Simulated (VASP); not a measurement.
# BAs (F-43m) in VASP: further runs

The runs below take BAs through single point, with PBE, LDA, r2SCAN.

All numbers are computed with VASP 6.6.1; they aren't measurements. Logs are shortened: lines on timing, memory, paths and dates and some standing lists are left out, and cuts for length are marked.

## (1) The cell of the first run

It takes space group F-43m (No. 216, cubic). The conventional cell has a = 4.784 Å, b = 4.784 Å, c = 4.784 Å, α = 90.00°, β = 90.00°, γ = 90.00°. Within 2.7 Å of B (site symmetry -43m) lie 4 As at 2.07 Å. As (site symmetry -43m) has 4 B at 2.07 Å within 2.7 Å.

## (2) Single point, PBE

The input, INCAR:

```
ALGO = Normal
EDIFF = 1E-7
ENCUT = 520
GGA = PE
ISIF = 2
ISMEAR = 0
LASPH = True
LCHARG = False
LREAL = False
LWAVE = False
NBANDS = 11
NELM = 60
PREC = Accurate
SIGMA = 0.01
```

The input, KPOINTS:

```
k-points
0
Gamma
  8 8 8
```

The input, POSCAR:

```
BAs
1.0
    0.0000000000      2.3918676038      2.3918676038
    2.3918676038      0.0000000000      2.3918676038
    2.3918676038      2.3918676038      0.0000000000
B As
1 1
Direct
    0.0000000000      0.0000000000      0.0000000000
    0.2500000000      0.2500000000      0.2500000000
```

Potentials or basis: VASP PAW PBE potentials, release 64 (B, As).

Started as:

```
> cat potpaw_PBE.64/B/POTCAR potpaw_PBE.64/As/POTCAR > POTCAR
> mpirun -np 1 vasp_std > vasp.out
```

OUTCAR:

```text
EDIFF = 1E-7
   ENCUT = 520
   GGA = PE
   ISIF = 2
   ISMEAR = 0
   LASPH = True
   LREAL = False
   NELM = 60
   PREC = Accurate

 ion  position               nearest neighbor table
   1  0.000  0.000  0.000-   2 2.07   2 2.07   2 2.07   2 2.07
   2  0.250  0.250  0.250-   1 2.07   1 2.07   1 2.07   1 2.07

  LATTYP: Found a face centered cubic cell.
 ALAT       =     4.7837352076

  Lattice vectors:

 A1 = (   0.0000000000,   2.3918676038,   2.3918676038)
 A2 = (   2.3918676038,   0.0000000000,   2.3918676038)
 A3 = (   2.3918676038,   2.3918676038,   0.0000000000)

Analysis of symmetry for initial positions (statically):
=====================================================================
 Subroutine PRICEL returns:
 Original cell was already a primitive cell.

 Routine SETGRP: Setting up the symmetry group for a
 face centered cubic supercell.

 Subroutine GETGRP returns: Found 24 space group operations
 (whereof 24 operations were pure point group operations)
 out of a pool of 48 trial point group operations.

The static configuration has the point symmetry T_d .

Analysis of symmetry for dynamics (positions and initial velocities):
=====================================================================
 Subroutine PRICEL returns:
 Original cell was already a primitive cell.

 Routine SETGRP: Setting up the symmetry group for a
 face centered cubic supercell.

 Subroutine GETGRP returns: Found 24 space group operations
 (whereof 24 operations were pure point group operations)
 out of a pool of 48 trial point group operations.

The dynamic configuration has the point symmetry T_d .

 Subroutine INISYM returns: Found 24 space group operations
 (whereof 24 operations are pure point group operations),
 and found     1 'primitive' translations

----------------------------------------------------------------------------------------

                                     Primitive cell

  volume of cell :      27.3679

  direct lattice vectors                    reciprocal lattice vectors
     0.000000000  2.391867604  2.391867604    -0.209041671  0.209041671  0.209041671
     2.391867604  0.000000000  2.391867604     0.209041671 -0.209041671  0.209041671
     2.391867604  2.391867604  0.000000000     0.209041671  0.209041671 -0.209041671

  length of vectors
     3.382611605  3.382611605  3.382611605     0.362070795  0.362070795  0.362070795
[... 87 lines left out ...]
   ISIF   =      2    stress and relaxation
   ISYM   =      2    0-nonsym 1-usesym 2-fastsym
   POTIM  = 0.5000    time-step for ionic-motion
   TEBEG  =    0.0;   TEEND  =   0.0 temperature during run
   PSTRESS=    0.0 pullay stress
   NELECT =       8.0000    total number of electrons
   NUPDOWN=      -1.0000    fix difference up-down
   EMIN   =  10.00;   EMAX   =-10.00  energy-range for DOS
   EFERMI =   0.00;   METHOD = LEGACY
   ISMEAR =     0;   SIGMA  =   0.01  broadening in eV -4-tet -1-fermi 0-gaus
   EFERMI_NEDOS =   21; number of points for ismear=-14 and -15
   IALGO  =     38    algorithm
   IMIX   =      4    mixing-type and parameters
     AMIX     =   0.40;   BMIX     =  1.00
     AMIX_MAG =   1.60;   BMIX_MAG =  1.00
  volume/ion in A,a.u.               =      13.68        92.34
  Fermi-wavevector in a.u.,A,eV,Ry     =   1.086487  2.053162 16.061039  1.180453
  Thomas-Fermi vector in A             =   2.222624
   LORBIT       =      0    0 simple, 1 ext, 2 COOP (PROOUT), +10 PAW based schemes
   GGA     = PE    functional components
   LHFCALC =     F    Hartree Fock is set to
   AEXX    =    0.0000 exact exchange contribution
   IVDW    =     0    specifies the selected vdW correction
   LEPSILON=     F    determine dielectric tensor
   LRPA    =     F    only Hartree local field effects (RPA)
 non-spin polarized calculation
 Gauss-broadening in eV      SIGMA  =   0.01
  energy-cutoff  :      520.00
  volume of cell :       27.37
 maximum number of plane-waves:       754
 NGX is ok and might be reduce to    28
   NGX = 13   NGY = 13   NGZ = 13

 number of electron       8.0000000 magnetization

 Free energy of the ion-electron system (eV)
  ---------------------------------------------------
  ext. energy  EPLUGINS =         0.00000000
  ---------------------------------------------------
  free energy    TOTEN  =       -11.40648923 eV

  energy without entropy =      -11.40648923  energy(sigma->0) =      -11.40648923

 E-fermi :   6.1314     XC(G=0): -10.5655

 val. band max:        6.0805252754   @ k =   0.0000   0.0000   0.0000
 cond. band min:       7.2734595503   @ k =   0.3750   0.3750   0.0000
 fundamental gap:      1.1929342748
 Fermi energy:         6.1314114415

 k-point     1 :       0.0000    0.0000    0.0000
  band No.  band energies     occupation
      1      -9.2824      2.00000
      2       6.0805      2.00000
      3       6.0805      2.00000
      4       6.0805      2.00000
      5       9.3513      0.00000
      6       9.3513      0.00000
      7       9.3513      0.00000
      8      10.7137      0.00000
      9      15.6428      0.00000
     10      19.0134      0.00000
     11      19.0134      0.00000
[... 309 lines left out ...]
 k-point    24 :      -0.3750    0.2500    0.1250
  band No.  band energies     occupation
      1      -5.8550      2.00000
      2      -2.1836      2.00000
      3       1.5357      2.00000
      4       3.0212      2.00000
      5      10.0397      0.00000
      6      10.8311      0.00000
      7      13.5154      0.00000
      8      15.0801      0.00000
      9      16.4189      0.00000
     10      20.2399      0.00000
     11      21.2957      0.00000

 [... further k-points ...]

------------------------ aborting loop because EDIFF is reached ----------------------------------------

  FORCE on cell =-STRESS in cart. coord.  units (eV):
  Direction    XX          YY          ZZ          XY          YZ          ZX
  --------------------------------------------------------------------------------------
  -------------------------------------------------------------------------------------
  Total        0.4814424      0.4814424      0.4814424     -0.0000000      0.0000000      0.0000000
  in kB       28.1847048     28.1847048     28.1847048     -0.0000000      0.0000000      0.0000000
  external PRESSURE =      28.1847048 kB  Pullay stress =       0.0000000 kB

 VOLUME and BASIS-vectors are now :
 -----------------------------------------------------------------------------
  energy-cutoff  :      520.00
  volume of cell :       27.37
      direct lattice vectors                 reciprocal lattice vectors
     0.000000000  2.391867604  2.391867604    -0.209041671  0.209041671  0.209041671
     2.391867604  0.000000000  2.391867604     0.209041671 -0.209041671  0.209041671
     2.391867604  2.391867604  0.000000000     0.209041671  0.209041671 -0.209041671

 POSITION                                       TOTAL-FORCE (eV/Angst)
 -----------------------------------------------------------------------------------
      0.00000      0.00000      0.00000         0.000000      0.000000      0.000000
      1.19593      1.19593      1.19593        -0.000000     -0.000000     -0.000000
 -----------------------------------------------------------------------------------
    total drift:                               -0.000000     -0.000000     -0.000000

  FREE ENERGIE OF THE ION-ELECTRON SYSTEM (eV)
  ---------------------------------------------------
  free  energy   TOTEN  =       -11.4064892264 eV

  energy  without entropy=      -11.4064892264  energy(sigma->0) =      -11.40648923
```

It took 7.2 s on 1 thread of Intel Xeon Platinum 8559C (Emerald Rapids), shared host; peak memory 0.16 GiB.

Results:

* Free energy: -11.4065 eV
* Pressure: 2.8 GPa
* Band gap on the k mesh: 1.19 eV, indirect (least direct gap 3.27 eV)

A k mesh can miss the band edges. Expect the measured gap to be larger: semilocal functionals such as PBE lack the derivative discontinuity.

## (3) Single point, LDA

The input, INCAR:

```
PREC = Accurate
ENCUT = 520
EDIFF = 1E-7
ISMEAR = 0
SIGMA = 0.01
LREAL = False
LASPH = True
NELM = 80
ALGO = Normal
ISIF = 2
LWAVE = False
LCHARG = False
NBANDS = 11
```

The input, KPOINTS:

```
Automatic mesh
0
Gamma
  8 8 8
```

POSCAR is that of step 2.

Potentials or basis: VASP PAW LDA potentials, release 64 (B, As).

Started as:

```
> cat potpaw_LDA.64/B/POTCAR potpaw_LDA.64/As/POTCAR > POTCAR
> mpirun -np 1 vasp_std > vasp.out
```

Run time: 7.1 s. Hardware: 1 thread of Intel Xeon Platinum 8559C (Emerald Rapids), shared host; peak memory 0.14 GiB.

The run converged. Its results:

```
Free energy            : -12.9163 eV
Pressure               : -3.7 GPa
Band gap on the k mesh : 1.14 eV, indirect (least direct gap 3.24 eV)
```

Levels at points of the mesh, in eV from the valence-band top:
| k point | band 1 | band 2 | band 3 | band 4 | band 5 | band 6 | band 7 | band 8 |
| --- | --- | --- | --- | --- | --- | --- | --- | --- |
| (0.00, 0.00, 0.00) | -15.34 | 0.00 | 0.00 | 0.00 | 3.24 | 3.24 | 3.24 | 4.64 |
| (0.50, 0.00, 0.00) | -12.50 | -8.73 | -1.81 | -1.81 | 2.67 | 4.74 | 4.74 | 8.68 |
| (0.50, 0.50, 0.00) | -11.22 | -8.40 | -4.06 | -4.06 | 1.34 | 1.42 | 11.19 | 11.19 |

A k mesh can miss the band edges. Expect the measured gap to be larger: semilocal functionals such as LDA lack the derivative discontinuity.

(Part 1 of 2 ends here.)
